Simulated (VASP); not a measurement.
Runs of VASP 6.6.1 on ReS. The structure is that of space group Pm-3m (No. 221), or close to it. The cells are those of the table. 

```tsv
cell	gap on the mesh (eV)	pressure (GPa)
a = 3.018 Å, 2 atoms	none	-12.9
a = 3.146 Å, 2 atoms	none	-31.3
a = 3.231 Å, 2 atoms	none	(a)
a = 3.074 Å, 2 atoms	none	-22.8
```

Alike in all rows: task single point; level r2SCAN; potentials or basis VASP PAW PBE potentials, release 64 (Re, S); no spin polarisation; k mesh 14 × 14 × 14; cutoff (eV) 520; smearing gaussian 0.1 eV.

**Question.** Estimate the missing entries.

**Answer.** (a) -36.9.

Caveats: the PAW data sets were made with another functional, which shifts forces and pressure a little; spin-orbit coupling is left out, which moves the levels of the heavy elements.

A k mesh can miss the band edges, and the runs leave out spin-orbit coupling on Re.

A gap of «none» marks levels without a gap at the run's occupations.
